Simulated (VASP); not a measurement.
# Al (P6/mmm) in VASP: further runs

The runs below take Al through single point, relaxation of cell and atoms, with PBEsol.

Everything below comes from runs of VASP 6.6.1. Logs are shortened: lines on timing, memory, paths and dates and some standing lists are left out, and cuts for length are marked.

## (1) The cell of the first run

The structure is hexagonal, space group P6/mmm (No. 191). Conventional cell: a = 4.564 Å, b = 4.564 Å, c = 2.793 Å, α = 90.00°, β = 90.00°, γ = 120.00°. Al (site symmetry 6/mmm) has 14 Al at 2.79 to 2.98 Å within 3.7 Å. Al (site symmetry -6m2) has 11 Al at 2.63 to 2.98 Å within 3.5 Å.

This isn't the form of Al at room conditions, which is fcc.

## (2) Single point, PBEsol

Input file INCAR:

```
SYSTEM = Al
PREC     = Accurate       ! precision mode
ENCUT    = 520            ! plane-wave cutoff, eV
EDIFF    = 1E-6           ! SCF threshold, eV
ISMEAR   = 0              ! smearing method
SIGMA    = 0.1            ! smearing width, eV
LREAL    = .False.        ! projectors in reciprocal space
LASPH    = .True.         ! aspherical terms in the spheres
NELM     = 60             ! most SCF steps
ALGO     = Normal         ! electronic algorithm
ISIF     = 2              ! what is computed and relaxed
LWAVE    = .False.        ! write WAVECAR
LCHARG   = .False.        ! write CHGCAR
GGA      = PS             ! functional
NBANDS   = 12             ! bands
```

Input file KPOINTS:

```
regular mesh
0
Gamma
  6 6 6
  0 0 0
```

Input file POSCAR:

```
Al
1.0
    4.5639006810      0.0000000000      0.0000000000
   -2.2819503405      3.9524539301      0.0000000000
    0.0000000000      0.0000000000      2.7928809109
Al
3
Direct
    0.0000000000      0.0000000000      0.0000000000
    0.3333333333      0.6666666667      0.5000000000
    0.6666666667      0.3333333333      0.5000000000
```

Potentials or basis: VASP PAW PBE potentials, release 64 (Al).

Launch:

```console
$ cat potpaw_PBE.64/Al/POTCAR > POTCAR
$ mpirun -np 1 vasp_std > vasp.out
```

OUTCAR:

```text
SYSTEM = Al
   PREC = Accurate
   ENCUT = 520
   EDIFF = 1E-6
   ISMEAR = 0
   LREAL = .False.
   LASPH = .True.
   NELM = 60
   ISIF = 2
   GGA = PS

 ion  position               nearest neighbor table
   1  0.000  0.000  0.000-   2 2.98   3 2.98   2 2.98   3 2.98   3 2.98   3 2.98   2 2.98   2 2.98
                             3 2.98   3 2.98   2 2.98   2 2.98
   2  0.333  0.667  0.500-   3 2.63   3 2.63   3 2.63   1 2.98   1 2.98   1 2.98   1 2.98   1 2.98
                             1 2.98
   3  0.667  0.333  0.500-   2 2.63   2 2.63   2 2.63   1 2.98   1 2.98   1 2.98   1 2.98   1 2.98
                             1 2.98

  LATTYP: Found a hexagonal cell.
 ALAT       =     4.5639006810
 C/A-ratio  =     0.6119504139

  Lattice vectors:

 A1 = (   4.5639006810,   0.0000000000,   0.0000000000)
 A2 = (  -2.2819503405,   3.9524539301,   0.0000000000)
 A3 = (   0.0000000000,   0.0000000000,   2.7928809109)

Analysis of symmetry for initial positions (statically):
=====================================================================
 Subroutine PRICEL returns:
 Original cell was already a primitive cell.

 Routine SETGRP: Setting up the symmetry group for a
 hexagonal supercell.

 Subroutine GETGRP returns: Found 24 space group operations
 (whereof 24 operations were pure point group operations)
 out of a pool of 24 trial point group operations.

The static configuration has the point symmetry D_6h.

Analysis of symmetry for dynamics (positions and initial velocities):
=====================================================================
 Subroutine PRICEL returns:
 Original cell was already a primitive cell.

 Routine SETGRP: Setting up the symmetry group for a
 hexagonal supercell.

 Subroutine GETGRP returns: Found 24 space group operations
 (whereof 24 operations were pure point group operations)
 out of a pool of 24 trial point group operations.

The dynamic configuration has the point symmetry D_6h.

 Subroutine INISYM returns: Found 24 space group operations
 (whereof 24 operations are pure point group operations),
 and found     1 'primitive' translations

----------------------------------------------------------------------------------------

                                     Primitive cell

  volume of cell :      50.3797

  direct lattice vectors                    reciprocal lattice vectors
     4.563900681  0.000000000  0.000000000     0.219110815  0.126503688  0.000000000
    -2.281950340  3.952453930  0.000000000     0.000000000  0.253007377  0.000000000
     0.000000000  0.000000000  2.792880911     0.000000000  0.000000000  0.358053219

  length of vectors
     4.563900681  4.563900681  2.792880911     0.253007377  0.253007377  0.358053219

  position of ions in fractional coordinates (direct lattice)
     0.000000000  0.000000000  0.000000000
     0.333333333  0.666666667  0.500000000
     0.666666667  0.333333333  0.500000000

  ion indices of the primitive-cell ions
   primitive index   ion index
                 1           1
                 2           2
                 3           3

----------------------------------------------------------------------------------------

 KPOINTS: regular mesh

Automatic generation of k-mesh.
 Grid dimensions read from file:
 generate k-points for:    6    6    6

 Generating k-lattice:

  Cartesian coordinates                     Fractional coordinates (reciprocal lattice)
     0.036518469  0.021083948  0.000000000     0.166666667  0.000000000  0.000000000
     0.000000000  0.042167896  0.000000000     0.000000000  0.166666667  0.000000000
     0.000000000  0.000000000  0.059675536     0.000000000  0.000000000  0.166666667

  Length of vectors
     0.042167896  0.042167896  0.059675536

  Shift w.r.t. Gamma in fractional coordinates (k-lattice)
     0.000000000  0.000000000  0.000000000

 Subroutine IBZKPT returns following result:
 ===========================================

 Found     28 irreducible k-points:

 Following reciprocal coordinates:
            Coordinates               Weight
  0.000000  0.000000  0.000000      1.000000
  0.166667 -0.000000  0.000000      6.000000
  0.333333  0.000000  0.000000      6.000000
  0.500000  0.000000  0.000000      3.000000
  0.166667  0.166667  0.000000      6.000000
  0.333333  0.166667  0.000000     12.000000
[... 16 lines left out ...]
  0.166667 -0.000000  0.500000      6.000000
  0.333333  0.000000  0.500000      6.000000
 [... further k-points ...]
   k-points           NKPTS =     28   k-points in BZ     NKDIM =     28   number of bands    NBANDS=     12
   number of dos      NEDOS =    301   number of ions     NIONS =      3
   total plane-waves  NPLWV =  31104
   dimension x,y,z NGX =    36 NGY =   36 NGZ =   24
   dimension x,y,z NGXF=    72 NGYF=   72 NGZF=   48
   ions per type =               3
   NGX,Y,Z   is equivalent  to a cutoff of  13.11, 13.11, 14.29 a.u.
   NGXF,Y,Z  is equivalent  to a cutoff of  26.23, 26.23, 28.57 a.u.
 SYSTEM =  Al
   PREC   = accura    normal or accurate (medium, high low for compatibility)
   ISTART =      0    job   : 0-new  1-cont  2-samecut
   ICHARG =      2    charge: 1-file 2-atom 10-const
   ISPIN  =      1    spin polarized calculation?
   LNONCOLLINEAR =      F non collinear calculations
   LSORBIT =      F    spin-orbit coupling
   LASPH  =      T    aspherical Exc in radial PAW
   ENCUT  =  520.0 eV  38.22 Ry    6.18 a.u.   8.49  8.49  5.19*2*pi/ulx,y,z
   NELM   =     60;   NELMIN=  2; NELMDL= -5     # of ELM steps
   EDIFF  = 0.1E-05   stopping-criterion for ELM
   LREAL  =      F    real-space projection
   EDIFFG = 0.1E-04   stopping-criterion for IOM
   NSW    =      0    number of steps for IOM
   IBRION =     -1    ionic relax: 0-MD 1-quasi-New 2-CG
   NFREE  =      0    steps in history (QN), initial steepest desc. (CG)
   ISIF   =      2    stress and relaxation
   ISYM   =      2    0-nonsym 1-usesym 2-fastsym
   POTIM  = 0.5000    time-step for ionic-motion
   TEBEG  =    0.0;   TEEND  =   0.0 temperature during run
   PSTRESS=    0.0 pullay stress
   NELECT =       9.0000    total number of electrons
   NUPDOWN=      -1.0000    fix difference up-down
   EMIN   =  10.00;   EMAX   =-10.00  energy-range for DOS
   EFERMI =   0.00;   METHOD = LEGACY
[... 10 lines left out ...]
   GGA     = PS    functional components
   LHFCALC =     F    Hartree Fock is set to
   AEXX    =    0.0000 exact exchange contribution
   IVDW    =     0    specifies the selected vdW correction
   LEPSILON=     F    determine dielectric tensor
   LRPA    =     F    only Hartree local field effects (RPA)
 non-spin polarized calculation
 Gauss-broadening in eV      SIGMA  =   0.10
  energy-cutoff  :      520.00
  volume of cell :       50.38
 maximum number of plane-waves:      1402
 NGX is ok and might be reduce to    36
   NGX = 17   NGY = 17   NGZ = 11

 number of electron       9.0000000 magnetization

 Free energy of the ion-electron system (eV)
  ---------------------------------------------------
  ext. energy  EPLUGINS =         0.00000000
  ---------------------------------------------------
  free energy    TOTEN  =       -12.00032898 eV

  energy without entropy =      -11.99563161  energy(sigma->0) =      -11.99798029

 E-fermi :   7.8102     XC(G=0): -10.1902

 val. band max:        7.6970362909   @ k =   0.0000   0.0000   0.3333
 cond. band min:       7.8659335311   @ k =   0.3333   0.3333   0.3333
 fundamental gap:      0.1688972402
 Fermi energy:         7.8102202183

 k-point     1 :       0.0000    0.0000    0.0000
  band No.  band energies     occupation
      1      -3.2478      2.00000
      2       5.6438      2.00000
      3       5.6438      2.00000
      4       5.7320      2.00000
      5       5.7320      2.00000
      6       6.4723      2.00000
      7       6.5770      2.00000
      8      14.3577      0.00000
      9      15.2542      0.00000
     10      21.2603      0.00000
     11      21.5611      0.00000
     12      21.5616      0.00000

 k-point     2 :       0.1667   -0.0000    0.0000
  band No.  band energies     occupation
      1      -2.9848      2.00000
      2       3.1797      2.00000
      3       4.4660      2.00000
      4       4.9310      2.00000
      5       7.3995      2.00000
      6       8.0202      0.00298
      7       9.1975      0.00000
      8      14.5808      0.00000
      9      15.4255      0.00000
     10      18.8285      0.00000
     11      18.9860      0.00000
     12      19.9690      0.00000

 k-point     3 :       0.3333    0.0000    0.0000
  band No.  band energies     occupation
      1      -2.1986      2.00000
      2       0.9031      2.00000
      3       3.7343      2.00000
      4       4.1737      2.00000
      5       9.5975      0.00000
      6      10.1779      0.00000
      7      12.7289      0.00000
      8      15.2113      0.00000
      9      15.2510      0.00000
     10      15.4048      0.00000
     11      16.7167      0.00000
     12      17.9445      0.00000

 k-point     4 :       0.5000    0.0000    0.0000
  band No.  band energies     occupation
      1      -0.9127      2.00000
      2      -0.8829      2.00000
      3       3.4905      2.00000
      4       3.9168      2.00000
      5      12.1528      0.00000
      6      12.4048      0.00000
      7      12.6505      0.00000
      8      12.7620      0.00000
      9      16.1143      0.00000
     10      16.1428      0.00000
     11      16.3446      0.00000
     12      16.3984      0.00000

 k-point     5 :       0.1667    0.1667    0.0000
  band No.  band energies     occupation
      1      -2.4602      2.00000
      2       2.1638      2.00000
      3       2.1835      2.00000
      4       6.6474      2.00000
      5       6.7508      2.00000
      6      11.0645      0.00000
      7      11.1452      0.00000
      8      15.0275      0.00000
      9      15.0705      0.00000
     10      16.1755      0.00000
     11      18.7990      0.00000
     12      19.0488      0.00000
[... 228 lines left out ...]
      1       1.8799      2.00000
      2       1.9355      2.00000
      3       1.9355      2.00000
      4       7.8659      0.43075
      5       7.8659      0.43075
      6       8.0353      0.00146
      7      10.5390      0.00000
      8      11.0497      0.00000
      9      11.0497      0.00000
     10      16.6791      0.00000
     11      16.6791      0.00000
     12      17.4052      0.00000

 k-point    22 :       0.0000    0.0000    0.5000
  band No.  band energies     occupation
      1       1.1341      2.00000
      2       1.7148      2.00000
      3       9.1793      0.00000
      4       9.1793      0.00000
      5       9.7557      0.00000
      6       9.9575      0.00000
      7       9.9575      0.00000
      8      10.3600      0.00000
      9      10.3803      0.00000
     10      10.3803      0.00000
     11      11.1340      0.00000
     12      11.1340      0.00000

 k-point    23 :       0.1667   -0.0000    0.5000
  band No.  band energies     occupation
      1       1.3902      2.00000
      2       1.9673      2.00000
      3       7.3135      2.00000
      4       7.9157      0.13584
      5       8.3099      0.00000
      6       9.2390      0.00000
      7       9.3998      0.00000
      8       9.4528      0.00000
      9      11.3083      0.00000
     10      12.5586      0.00000
     11      12.5684      0.00000
     12      12.5934      0.00000

 k-point    24 :       0.3333    0.0000    0.5000
  band No.  band energies     occupation
      1       2.1529      2.00000
      2       2.7218      2.00000
      3       5.1649      2.00000
      4       5.7315      2.00000
      5       7.6100      1.99536
      6       8.6740      0.00000
      7       8.7187      0.00000
      8       8.7212      0.00000
      9      13.4416      0.00000
     10      14.5824      0.00000
     11      14.7706      0.00000
     12      14.8317      0.00000

 [... further k-points ...]

------------------------ aborting loop because EDIFF is reached ----------------------------------------

  FORCE on cell =-STRESS in cart. coord.  units (eV):
  Direction    XX          YY          ZZ          XY          YZ          ZX
  --------------------------------------------------------------------------------------
  -------------------------------------------------------------------------------------
  Total        0.0060925      0.0060925     -0.0125619      0.0000000     -0.0000000      0.0000000
  in kB        0.1937548      0.1937548     -0.3994933      0.0000000     -0.0000000      0.0000000
  external PRESSURE =      -0.0039946 kB  Pullay stress =       0.0000000 kB

 VOLUME and BASIS-vectors are now :
 -----------------------------------------------------------------------------
  energy-cutoff  :      520.00
  volume of cell :       50.38
      direct lattice vectors                 reciprocal lattice vectors
     4.563900681  0.000000000  0.000000000     0.219110815  0.126503688  0.000000000
    -2.281950340  3.952453930  0.000000000     0.000000000  0.253007377  0.000000000
     0.000000000  0.000000000  2.792880911     0.000000000  0.000000000  0.358053219

 POSITION                                       TOTAL-FORCE (eV/Angst)
 -----------------------------------------------------------------------------------
      0.00000      0.00000      0.00000         0.000000     -0.000000      0.000000
     -0.00000      2.63497      1.39644        -0.000000      0.000000     -0.000000
      2.28195      1.31748      1.39644         0.000000      0.000000      0.000000
 -----------------------------------------------------------------------------------
    total drift:                               -0.000000     -0.000000     -0.000000

  FREE ENERGIE OF THE ION-ELECTRON SYSTEM (eV)
  ---------------------------------------------------
  free  energy   TOTEN  =       -12.0003289779 eV

  energy  without entropy=      -11.9956316107  energy(sigma->0) =      -11.99798029
```

It took 14 s on 1 thread of Intel Xeon 8259CL, shared host; peak memory 0.17 GiB.

What came out:

```yaml
Free_energy: -12.0003 eV
Pressure: 0.0 GPa
Band_gap_on_the_k_mesh: zero (an odd number of electrons rules out a gap without spin polarisation)
```

Levels at points of the mesh, in eV from the Fermi level:
| k point | band 1 | band 2 | band 3 | band 4 | band 5 | band 6 | band 7 | band 8 | band 9 |
| --- | --- | --- | --- | --- | --- | --- | --- | --- | --- |
| (0.00, 0.00, 0.00) | -11.06 | -2.17 | -2.17 | -2.08 | -2.08 | -1.34 | -1.23 | 6.55 | 7.44 |
| (0.50, 0.00, 0.00) | -8.72 | -8.69 | -4.32 | -3.89 | 4.34 | 4.59 | 4.84 | 4.95 | 8.30 |
| (0.00, 0.00, 0.50) | -6.68 | -6.10 | 1.37 | 1.37 | 1.95 | 2.15 | 2.15 | 2.55 | 2.57 |
| (0.50, 0.00, 0.50) | -4.53 | -4.24 | -3.96 | -3.69 | -0.44 | 0.65 | 0.66 | 0.68 | 7.81 |

Caveat: the k points lie up to 0.37 Å⁻¹ apart, too coarse for converged energies and pressures of a metal; the PAW data sets were made with another functional, which shifts forces and pressure a little.

## (3) Single point, PBEsol

This run uses another cell than the first one, of 19.14 Å³/atom.

Input file INCAR:

```
PREC = Accurate
ENCUT = 520
EDIFF = 1E-7
ISMEAR = 0
SIGMA = 0.1
LREAL = F
LASPH = T
NELM = 80
ALGO = Fast
ISIF = 2
LWAVE = F
LCHARG = T
GGA = PS
LELF = T
LVHAR = T
NBANDS = 12
```

Input file KPOINTS:

```
Automatic mesh
0
Gamma
  6 6 6
```

Input file POSCAR:

```
Al
1.0
    4.7643285882      0.0000000000      0.0000000000
   -2.3821642941      4.1260295894      0.0000000000
    0.0000000000      0.0000000000      2.9207405693
Al
3
Direct
    0.0000000000      0.0000000000      0.0000000000
    0.3333333333      0.6666666667      0.5000000000
    0.6666666667      0.3333333333      0.5000000000
```

Potentials or basis: VASP PAW PBE potentials, release 64 (Al).

Launch:

```console
$ cat potpaw_PBE.64/Al/POTCAR > POTCAR
$ mpirun -np 1 vasp_std > vasp.out
```

Run time: 24 s. Hardware: 1 thread of Intel Xeon 8259CL, shared host; peak memory 0.17 GiB.

Results (log left out):

- Free energy: -11.8189 eV
- Pressure: -7.3 GPa
- Band gap on the k mesh: zero (an odd number of electrons rules out a gap without spin polarisation)

Stress tensor (GPa, compression positive):
```
-7.21  0.00  0.00
 0.00 -7.21  0.00
 0.00  0.00 -7.44
```

Levels at points of the mesh, in eV from the Fermi level:
```tsv
k point	band 1	band 2	band 3	band 4	band 5	band 6	band 7	band 8	band 9
(0.00, 0.00, 0.00)	-10.22	-1.88	-1.88	-1.78	-1.78	-1.62	-1.51	5.82	6.88
(0.50, 0.00, 0.00)	-8.07	-8.04	-3.86	-3.78	4.12	4.26	4.38	4.42	7.37
(0.00, 0.00, 0.50)	-6.27	-5.59	1.20	1.20	1.74	2.02	2.19	2.19	2.41
(0.50, 0.00, 0.50)	-4.18	-4.13	-3.51	-3.48	-0.36	0.30	0.46	0.80	7.46
```

Caveat: the cell stands under tension; the PAW data sets were made with another functional, which shifts forces and pressure a little.

## (4) Relaxation of cell and atoms, PBEsol

This run uses another cell than the first one, of 19.14 Å³/atom.

Input file INCAR:

```
ALGO = Fast
EDIFF = 1E-7
EDIFFG = -0.04
ENCUT = 600
GGA = PS
IBRION = 2
ISIF = 3
ISMEAR = 0
LASPH = T
LCHARG = F
LREAL = F
LWAVE = F
NELM = 80
NSW = 90
PREC = Accurate
SIGMA = 0.1
```

Input file KPOINTS:

```
k-points
0
Gamma
  6 6 6
```

POSCAR is that of step 3.

Launch:

```console
$ cat potpaw_PBE.64/Al/POTCAR > POTCAR
$ mpirun -np 1 vasp_std > vasp.out
```

It took 56 s on 1 thread of Intel Xeon 8259CL, shared host; peak memory 0.18 GiB.

It converged, with:

```
Free energy                           : -12.0006 eV
Relaxed volume                        : 16.83 Å³/atom
Relaxed cell                          : a = 4.566 Å, b = 4.566 Å, c = 2.796 Å, α = 90.00°, β = 90.00°, γ = 120.00°
Space group after relaxing (to 0.1 Å) : P6/mmm (No. 191)
Energy gained by relaxing             : 60.5 meV/atom
Ionic steps                           : 2
Pressure after relaxing               : -0.1 GPa
Band gap on the k mesh                : zero (an odd number of electrons rules out a gap without spin polarisation)
```

Stress tensor (GPa, compression positive):
```
-0.11  0.00  0.00
 0.00 -0.11  0.00
 0.00  0.00 -0.22
```

The path:
```csv
step,energy change (eV),largest force (eV/Å),pressure (GPa),volume (Å³)
1,0.0000,0.0000,-7.29,57.42
2,-0.1816,0.0000,-0.15,50.48
```

Final structure:
```cif
data_structure
_symmetry_space_group_name_H-M 'P 1'
_symmetry_Int_Tables_number 1
_cell_length_a 4.5663
_cell_length_b 4.5663
_cell_length_c 2.7955
_cell_angle_alpha 90.000
_cell_angle_beta 90.000
_cell_angle_gamma 120.000
_cell_volume 50.48
loop_
_atom_site_label
_atom_site_type_symbol
_atom_site_fract_x
_atom_site_fract_y
_atom_site_fract_z
_atom_site_occupancy
Al1 Al 0.00000 0.00000 0.00000 1
Al2 Al 0.33333 0.66667 0.50000 1
Al3 Al 0.66667 0.33333 0.50000 1
```

Levels at points of the mesh, in eV from the Fermi level:
```
           k point  band 2  band 3  band 4  band 5  band 6  band 7
(0.00, 0.00, 0.00)   -2.16   -2.16   -2.07   -2.07   -1.34   -1.23
(0.50, 0.00, 0.00)   -8.68   -4.31   -3.89    4.34    4.59    4.83
(0.00, 0.00, 0.50)   -6.09    1.36    1.36    1.94    2.15    2.15
(0.50, 0.00, 0.50)   -4.24   -3.96   -3.69   -0.44    0.64    0.66
```

Caveat: the PAW data sets were made with another functional, which shifts forces and pressure a little.

## (5) Summary

| task | cell | cutoff (eV) | gap on the mesh (eV) | pressure (GPa) |
| --- | --- | --- | --- | --- |
| single point | a = 4.564, b = 4.564, c = 2.793 Å, angles 90.0, 90.0, 120.0°, 3 atoms | 520 | none | 0.0 |
| single point | a = 4.764, b = 4.764, c = 2.921 Å, angles 90.0, 90.0, 120.0°, 3 atoms | 520 | none | -7.3 |
| relaxation of cell and atoms | relaxed from a = 4.764, b = 4.764, c = 2.921 Å, angles 90.0, 90.0, 120.0°, 3 atoms | 600 | none | -0.1 |

Alike in all rows: level PBEsol; potentials or basis VASP PAW PBE potentials, release 64 (Al); no spin polarisation; k mesh 6 × 6 × 6; smearing gaussian 0.1 eV.

Caveats: some runs use coarse meshes; the PAW data sets were made with another functional, which shifts forces and pressure a little; the cell stands under tension (at least some runs).

Total energies depend on the potentials used, so only differences within one code and one set of settings carry meaning.

The gap in the log of VASP goes by the Fermi energy; the results here count the filled bands.